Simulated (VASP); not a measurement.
## HC32: single point with PBEsol

The system is HC32, a slab with vacuum.

```
CELL_PARAMETERS angstrom
9.86400 0.00000 0.00000
-4.93200 8.54247 0.00000
0.00000 0.00000 12.00000
ATOMIC_POSITIONS crystal
C 0.99949 0.99442 0.07842
C 0.16616 0.07775 0.07840
C 0.99949 0.24442 0.07840
C 0.16615 0.32774 0.07838
C 0.99948 0.49441 0.07846
C 0.16614 0.57775 0.07842
C 0.99948 0.74440 0.07847
C 0.16615 0.82774 0.07841
C 0.24948 0.99441 0.07839
C 0.41615 0.07774 0.07839
C 0.24949 0.24442 0.07840
C 0.41615 0.32776 0.07843
C 0.24948 0.49441 0.07840
C 0.41614 0.57775 0.07840
C 0.24948 0.74441 0.07841
C 0.41615 0.82775 0.07841
C 0.49949 0.99441 0.07840
C 0.66615 0.07775 0.07843
C 0.49946 0.24439 0.07848
C 0.66614 0.32774 0.07857
C 0.49948 0.49443 0.07840
C 0.66615 0.57776 0.07851
C 0.49949 0.74442 0.07842
C 0.66615 0.82775 0.07844
C 0.74949 0.99442 0.07843
C 0.91616 0.07775 0.07841
C 0.74948 0.24442 0.07847
C 0.91615 0.32774 0.07845
C 0.74947 0.49441 0.07861
C 0.91614 0.57774 0.07851
C 0.74949 0.74443 0.07849
C 0.91616 0.82775 0.07847
H 0.52433 0.34274 0.32907
```

```json
{"Program": "VASP 6.6.1", "Task": "single point", "Functional": "PBEsol", "Potentials or basis": "VASP PAW PBE potentials, release 64 (C, H)", "Cutoff": "520 eV", "k mesh": "2 × 2 × 1", "Occupations": "gaussian, width 0.05 eV", "Spin": "collinear spin"}
```

```yaml
Largest_force: 0.011 eV/Å
Band_gap_on_the_k_mesh: 1.97 eV
Net_moment: 1.00 μB per cell
Site_moments: C -0.00, +0.00 (each value once); H +0.37 μB
Valence_electrons_inside_the_program's_atomic_spheres: C 2.64; H 0.37
```

Forces in eV/Å, atoms in the order of the input:
```
C    0.001  0.000  0.001
C   -0.001 -0.002  0.001
C    0.002 -0.003  0.002
C   -0.003  0.002  0.001
C    0.002  0.000  0.003
C   -0.002 -0.001 -0.002
C    0.001  0.003  0.001
C   -0.002 -0.002 -0.001
C    0.002  0.001  0.002
C   -0.003  0.000  0.003
C    0.000  0.000 -0.001
C   -0.003 -0.005 -0.008
C    0.002  0.001  0.002
C    0.001  0.000 -0.003
C    0.002  0.001  0.002
C   -0.001  0.000 -0.002
C    0.000  0.000  0.004
C   -0.003 -0.001 -0.001
C    0.004  0.006 -0.008
C   -0.001 -0.001 -0.009
C    0.002 -0.002  0.011
C   -0.002 -0.001  0.002
C   -0.001  0.000  0.001
C   -0.001  0.001 -0.001
C    0.002 -0.001  0.001
C   -0.003  0.001 -0.001
C    0.003 -0.001  0.006
C   -0.003  0.002 -0.002
C    0.003  0.002 -0.004
C   -0.001  0.001  0.001
C    0.001 -0.002  0.001
C   -0.003 -0.001 -0.002
H    0.003  0.005  0.000
```

Levels at points of the mesh, in eV from the valence-band top:
Spin up:
```
           k point  band 63  band 64  band 65  band 66  band 67  band 68
(0.00, 0.00, 0.00)    -1.34    -1.34    -1.33     2.67     2.67     2.68
(0.50, 0.00, 0.00)    -1.52     0.00     0.00     1.97     1.97     3.24
(0.00, 0.50, 0.00)    -1.52     0.00     0.00     1.97     1.97     3.24
(0.50, 0.50, 0.00)    -1.52     0.00     0.00     1.97     1.97     3.24
```
Spin down:
```csv
k point,band 60,band 61,band 62,band 63,band 64,band 65,band 66,band 67,band 68,band 69
"(0.00, 0.00, 0.00)",-1.73,-1.73,-1.34,-1.34,-1.34,2.67,2.68,2.68,3.84,3.84
"(0.50, 0.00, 0.00)",-1.55,-1.55,-1.55,0.00,0.00,1.97,1.97,3.24,3.24,3.24
"(0.00, 0.50, 0.00)",-1.55,-1.55,-1.55,0.00,0.00,1.97,1.97,3.24,3.24,3.24
"(0.50, 0.50, 0.00)",-1.55,-1.55,-1.55,0.00,0.00,1.97,1.97,3.24,3.24,3.24
```

Run time: 33 min on 4 MPI ranks on Oxide Virtual Turin-like Processor, with other jobs on the host, peak memory 0.55 GiB a rank.

Caveat: there is no dipole correction, which matters where the two faces differ; the PAW data sets were made with another functional, which shifts forces and pressure a little.
